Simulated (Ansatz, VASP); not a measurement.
Given: the input of a run of VASP 6.6.1 on I.

The input INCAR:

```
SYSTEM = I
ALGO = Normal
EDIFF = 1E-6
ENCUT = 520
GGA = PE
ISIF = 2
ISMEAR = -1
LASPH = .TRUE.
LCHARG = .FALSE.
LREAL = .FALSE.
LWAVE = .FALSE.
NBANDS = 10
NELM = 100
PREC = Accurate
SIGMA = 0.05
```

The input KPOINTS:

```
k-points
0
G
  11 11 11
  0 0 0
```

File POSCAR:

```
I
1.0
   -1.5955958068      1.5955958068      4.2071683937
    1.5955958068     -1.5955958068      4.2071683937
    1.5955958068      1.5955958068     -4.2071683937
I
1
Direct
    0.0000000000      0.0000000000      0.0000000000
```

Potentials or basis: VASP PAW PBE potentials, release 64 (I).

Run with:

```bash
$ cat potpaw_PBE.64/I/POTCAR > POTCAR
$ mpirun -np 1 vasp_std > vasp.out
```

Problem. Set up the same calculation for Ansatz 0.2.0. Potentials there: all-electron LAPW, scalar-relativistic.

Solution. As run (the cutoff follows the program's own potentials):

Contents of input.yaml:

```yaml
crystal:
  lattice:
    - [-1.5955958068, 1.5955958068, 4.2071683937]
    - [1.5955958068, -1.5955958068, 4.2071683937]
    - [1.5955958068, 1.5955958068, -4.2071683937]
  atoms:
    - { symbol: I, position: [0.0, 0.0, 0.0] }
kpoints:
  mp_grid: { grid: [11, 11, 11] }
scf:
  occupations: { method: fermi_dirac, width: 0.05 }
hamiltonian:
  xc: pbe
  pseudopotentials: { kind: all_electron, lapw: { basis_error: 0.0005 } }
output:
  forces: true
  stress: true
  eigenvalues: true
```

Potentials or basis: all-electron LAPW, scalar-relativistic.

The run is started by

```console
$ ansatz run input.yaml --threads 1 --pin off --max-ram 2560MiB --backend cpu --events-out ev --progress --plain --runs-dir out
```

Both were run:

|  | VASP | Ansatz | Ansatz less VASP |
| --- | --- | --- | --- |
| gap on the k mesh at the Fermi level (eV) | none | none | - |
| pressure (GPa) | 1.2 | 1.2 | +0.05 |
| traceless stress, the component that is largest in VASP (GPa) | -0.96 | -1.00 | -0.039 |

A gap of «none» marks a metal or a gap that the smearing closes. Ansatz ran all-electron here, and VASP with PAW potentials.

Neither program's run includes spin-orbit coupling.
